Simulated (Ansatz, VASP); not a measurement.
Al2BN3: VASP beside Ansatz

```
Al B N
1.0
     3.32599    0.00000    0.00000
     0.00000    3.32599    0.00000
     0.00000    0.00000    6.18601
Al B N
2 1 3
Direct
  0.50000 0.50000 0.19957
  0.50000 0.50000 0.80043
  0.00000 0.00000 0.00000
  0.50000 0.50000 0.50000
  0.50000 0.00000 0.50000
  0.00000 0.50000 0.50000
```

Alike in both runs: task single point; functional PBE; k mesh 6 × 6 × 4; occupations gaussian, width 0.1 eV; collinear spin.

|  | VASP | Ansatz |
| --- | --- | --- |
| version | VASP 6.6.1 | Ansatz 0.2.0 |
| potentials or method | VASP PAW PBE potentials, release 64 (Al, B, N), cutoff 520 eV | scalar-relativistic, plane waves, PAW |
| valence electrons in the cell | 24 | 24 |

```csv
,VASP,Ansatz,Ansatz less VASP
gap on the k mesh at the Fermi level (eV),none,none,-
pressure (GPa),-0.3,-0.2,+0.16
"traceless stress, the component that is largest in VASP (GPa)",0.24,0.25,+0.012
rms of the force components (eV/Å),0.009,0.008,-0.0014
net moment per atom (μB),0.00,0.00,0.000
```

Atom by atom the forces differ by 0.001 eV/Å (rms over components). A gap of «none» marks a metal or a gap that the smearing closes. The functional is the same, so the differences come from potentials, cutoffs and numerics. Ansatz's warnings: seeded moment not kept.
